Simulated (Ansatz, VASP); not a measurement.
# Nb2Sn2S in VASP and in Ansatz

```
Nb Sn S
1.0
    -1.96686    1.96686    6.95923
     1.96686   -1.96686    6.95923
     1.96686    1.96686   -6.95923
Nb Sn S
2 2 1
Direct
  0.40672 0.40672 0.00000
  0.59328 0.59328 0.00000
  0.75000 0.25000 0.50000
  0.25000 0.75000 0.50000
  0.00000 0.00000 0.00000
```

Change from the starting cell: species swapped into the YMn2Si2 type (I4/mmm, No. 139).

Alike in both runs: functional PBE; k mesh 14 × 14 × 14; occupations gaussian, width 0.1 eV; no spin polarisation.

Ansatz relaxed the structure, and its values are those at the end. VASP's run is a single point on that final structure, the one shown.

|  | VASP | Ansatz |
| --- | --- | --- |
| version | VASP 6.6.1 | Ansatz 0.2.0 |
| potentials or method | VASP PAW PBE potentials, release 64 (Nb_sv, Sn_d, S), cutoff 520 eV | scalar-relativistic, plane waves, PAW |
| valence electrons in the cell | 60 | 60 |

|  | VASP | Ansatz | Ansatz less VASP |
| --- | --- | --- | --- |
| gap on the k mesh at the Fermi level (eV) | none | none | - |
| pressure (GPa) | -0.1 | 0.0 | +0.11 |

A gap of «none» marks a metal or a gap that the smearing closes. With one functional, cell and mesh, what is left measures potentials, basis and numerics.
